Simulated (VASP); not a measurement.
Input of a VASP 6.6.1 run:

Contents of INCAR:

```
ALGO = Normal
EDIFF = 1E-7
ENCUT = 520
GGA = PE
ISIF = 2
ISMEAR = 0
LASPH = T
LCHARG = F
LREAL = F
LWAVE = F
NBANDS = 42
NELM = 60
PREC = Accurate
SIGMA = 0.1
```

The input KPOINTS:

```
k-points
0
Gamma
  4 4 4
```

The input POSCAR:

```
La2AlF
1.0
    0.0000000000      5.3140904913      5.3140904913
    5.3140904913      0.0000000000      5.3140904913
    5.3140904913      5.3140904913      0.0000000000
La Al F
4 2 2
Direct
    0.6250000000      0.6250000000      0.6250000000
    0.6250000000      0.6250000000      0.1250000000
    0.6250000000      0.1250000000      0.6250000000
    0.1250000000      0.6250000000      0.6250000000
    0.0000000000      0.0000000000      0.0000000000
    0.2500000000      0.2500000000      0.2500000000
    0.7500000000      0.7500000000      0.7500000000
    0.5000000000      0.5000000000      0.5000000000
```

Potentials or basis: VASP PAW PBE potentials, release 64 (La, Al, F).

Run with:

```bash
$ cat potpaw_PBE.64/La/POTCAR potpaw_PBE.64/Al/POTCAR potpaw_PBE.64/F/POTCAR > POTCAR
$ mpirun -np 1 vasp_std > vasp.out
```

Task: Estimate the pressure.

Result: 0.2 GPa.

Task: Predict the band gap on the k mesh.

Result: Zero (band 32 reaches 4.19 eV, above the bottom of band 33 at 3.99 eV).

Caveat: spin-orbit coupling is left out, which moves the levels of the heavy elements.
